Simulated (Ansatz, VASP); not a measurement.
# Two plane-wave programs on B

Contents of INCAR:

```
SYSTEM = B
ALGO = Normal
EDIFF = 1E-7
EDIFFG = -0.04
ENCUT = 600
GGA = PE
IBRION = 2
ISIF = 3
ISMEAR = 0
LASPH = .True.
LCHARG = .False.
LREAL = .False.
LWAVE = .False.
NELM = 100
NSW = 90
PREC = Accurate
SIGMA = 0.1
```

The input KPOINTS:

```
k-points
0
Gamma
  8 8 4
  0 0 0
```

POSCAR

```
B
1.0
    1.4849974232     -1.6795629978      0.0000000000
    1.4849974232      1.6795629978      0.0000000000
    0.0000000000      0.0000000000      5.4181906630
B
4
Direct
    0.2256506495      0.7743493505      0.0936029709
    0.7743493505      0.2256506495      0.5936029709
    0.2256506495      0.7743493505      0.4063970291
    0.7743493505      0.2256506495      0.9063970291
```

Input for Ansatz:

```yaml
crystal:
  lattice:
    - [1.4849974232, -1.6795629978, 0.0]
    - [1.4849974232, 1.6795629978, 0.0]
    - [0.0, 0.0, 5.418190663]
  atoms:
    - { symbol: B, position: [0.2256506495, 0.7743493505, 0.0936029709] }
    - { symbol: B, position: [0.7743493505, 0.2256506495, 0.5936029709] }
    - { symbol: B, position: [0.2256506495, 0.7743493505, 0.4063970291] }
    - { symbol: B, position: [0.7743493505, 0.2256506495, 0.9063970291] }
basis:
  ecutwfc: 420
kpoints:
  mp_grid: { grid: [8, 8, 4] }
hamiltonian:
  xc: pbe
scf:
  occupations: { method: gaussian, width: 0.1 }
  lower_state_search: "off"
output:
  forces: true
  stress: true
  eigenvalues: true
relax:
  adjacent_minimum: "off"
  f_tol: 0.04
  max_steps: 70
  cell: { stress_tol: 0.4 }
```

Alike in both runs: task relaxation of cell and atoms; functional PBE; k mesh 8 × 8 × 4; occupations gaussian, width 0.1 eV; no spin polarisation.

|  | VASP | Ansatz |
| --- | --- | --- |
| version | VASP 6.6.1 | Ansatz 0.2.0 |
| potentials or method | VASP PAW PBE potentials, release 64 (B), cutoff 600 eV | scalar-relativistic, plane waves, PAW |
| valence electrons in the cell | 12 | 12 |

Ansatz gave:

| Quantity | Value |
| --- | --- |
| gap on the k mesh at the Fermi level, each at its own relaxed structure (eV) | none |
| relaxed volume (Å³/atom) | 6.88 |
| relaxed cell length with the largest relative difference (Å) | 2.259 |

**Question.** Which values does VASP return?

**Answer.** gap on the k mesh at the Fermi level, each at its own relaxed structure (eV): none; relaxed volume (Å³/atom): 6.87; relaxed cell length with the largest relative difference (Å): 2.258.

A gap of «none» marks a metal or a gap that the smearing closes.
